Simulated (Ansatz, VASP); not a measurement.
Si3N4: VASP beside Ansatz

```
CELL_PARAMETERS angstrom
7.59500 0.00000 0.00000
-3.79750 6.57746 0.00000
0.00000 0.00000 2.90230
ATOMIC_POSITIONS crystal
Si 0.76732 0.17356 0.32564
Si 0.59376 0.76732 0.82564
Si 0.82644 0.59376 0.32564
Si 0.23268 0.82644 0.82564
Si 0.41384 0.24788 0.32564
Si 0.17356 0.40624 0.82564
N 0.02936 0.32975 0.32565
N 0.69961 0.02936 0.82565
N 0.67025 0.69961 0.32565
N 0.97064 0.67025 0.82565
N 0.30039 0.97064 0.32565
N 0.32975 0.30039 0.82565
N 0.33333 0.66667 0.82553
N 0.66667 0.33333 0.32553
```

Alike in both runs: task electric field gradients; functional PBE; k mesh 4 × 4 × 10; occupations fermi-dirac, width 0.02 eV; no spin polarisation.

|  | VASP | Ansatz |
| --- | --- | --- |
| version | VASP 6.6.1 | Ansatz 0.2.0 |
| potentials or method | VASP PAW PBE potentials, release 64 (Si, N) | plane-wave PAW, scalar-relativistic |
| plane-wave cutoff (eV) | 520 | 420 |
| valence electrons in the cell | 64 | 64 |

```csv
,VASP,Ansatz,Ansatz less VASP
gap on the k mesh at the Fermi level (eV),4.28,4.29,+0.011
pressure (GPa),6.3,6.6,+0.29
"traceless stress, the component that is largest in VASP (GPa)",-2.36,-2.38,-0.020
rms of the force components (eV/Å),0.537,0.536,-0.0006
size of Vzz on the site where it differs most (V/Å²),44.3,47.3,+3.00
```

Atom by atom the forces differ by 0.003 eV/Å (rms over components).
